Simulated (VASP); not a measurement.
IrRu5:

```
Ru Ir
1.0
     2.70645    0.00000    0.00000
    -1.35323    2.34386    0.00000
     0.00000    0.00000   12.77974
Ru Ir
5 1
Direct
  0.33333 0.66667 0.83333
  0.33333 0.66667 0.16667
  0.33333 0.66667 0.50000
  0.66667 0.33333 0.33333
  0.66667 0.33333 0.66667
  0.66667 0.33333 0.00000
```

| Item | Value |
| --- | --- |
| Program | VASP 6.6.1 |
| Task | relaxation of cell and atoms |
| Functional | PBE |
| Potentials or basis | VASP PAW PBE potentials, release 64 (Ru_pv, Ir) |
| Cutoff | 600 eV |
| k mesh | 6 × 6 × 2 |
| Occupations | gaussian, width 0.1 eV |
| Spin | no spin polarisation |

At the start: pressure 10.4 GPa; volume 13.51 Å³/atom.

Task: How do energy, volume and symmetry change on relaxing?

Result: Over 9 steps the energy falls by 19.0 meV/atom and the volume is 13.92 Å³/atom (+3.1 %); space group P-6m2 (No. 187, to 0.1 Å) before and after.

Step by step:
```tsv
step	energy change (eV)	largest force (eV/Å)	pressure (GPa)	volume (Å³)
1	0.0000	0.6509	10.37	81.07
2	0.5467	0.0186	-23.41	91.76
3	-0.0971	0.4096	-1.29	83.89
4	-0.0973	0.4172	-0.91	83.79
5	-0.1100	0.0884	0.39	83.50
6	-0.1114	0.1571	0.04	83.57
7	-0.1135	0.0744	-0.02	83.57
8	-0.1136	0.0798	-0.03	83.57
9	-0.1139	0.0309	0.05	83.54
```

Final structure:
```
Ru Ir
1.0
     2.74693    0.00000    0.00000
    -1.37347    2.37891    0.00000
     0.00000    0.00000   12.78468
Ru Ir
5 1
Direct
  0.33333 0.66667 0.83073
  0.33333 0.66667 0.16927
  0.33333 0.66667 0.50000
  0.66667 0.33333 0.33333
  0.66667 0.33333 0.66667
  0.66667 0.33333 0.00000
```

Caveat: the k points lie up to 0.44 Å⁻¹ apart in the final cell, too coarse for converged energies and pressures of a metal.
